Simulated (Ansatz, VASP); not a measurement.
# BeZn2Te3 in VASP and in Ansatz

```
Be Zn Te
1.0
     4.23626    0.00000    0.00000
    -2.11813    3.66871    0.00000
     0.00000    0.00000   21.00537
Be Zn Te
2 4 6
Direct
  0.33333 0.66667 0.00191
  0.66667 0.33333 0.50191
  0.33333 0.66667 0.33922
  0.33333 0.66667 0.66600
  0.66667 0.33333 0.16600
  0.66667 0.33333 0.83922
  0.33333 0.66667 0.11913
  0.33333 0.66667 0.46627
  0.33333 0.66667 0.79248
  0.66667 0.33333 0.29248
  0.66667 0.33333 0.61913
  0.66667 0.33333 0.96627
```

Alike in both runs: task single point; functional PBE; k mesh 6 × 6 × 1; occupations gaussian, width 0.1 eV; no spin polarisation.

```csv
,VASP,Ansatz
version,VASP 6.6.1,Ansatz 0.2.0
potentials or method,"VASP PAW PBE potentials, release 64 (Be, Zn, Te), cutoff 520 eV","scalar-relativistic, plane waves, PAW"
valence electrons in the cell,88,148
```

|  | VASP | Ansatz | Ansatz less VASP |
| --- | --- | --- | --- |
| gap on the k mesh at the Fermi level (eV) | 1.57 | 1.57 | +0.001 |
| least direct gap on the mesh (eV) | 1.57 | 1.57 | +0.001 |
| pressure (GPa) | 0.1 | 0.0 | -0.09 |
| rms of the force components (eV/Å) | 0.003 | 0.002 | -0.0013 |

Atom by atom the forces differ by 0.002 eV/Å (rms over components). The functional is the same, so the differences come from potentials, cutoffs and numerics. VASP's potentials hold 88 valence electrons a cell and Ansatz's 148, so a difference there can come from the potentials and not from the codes.

Neither program's run includes spin-orbit coupling.
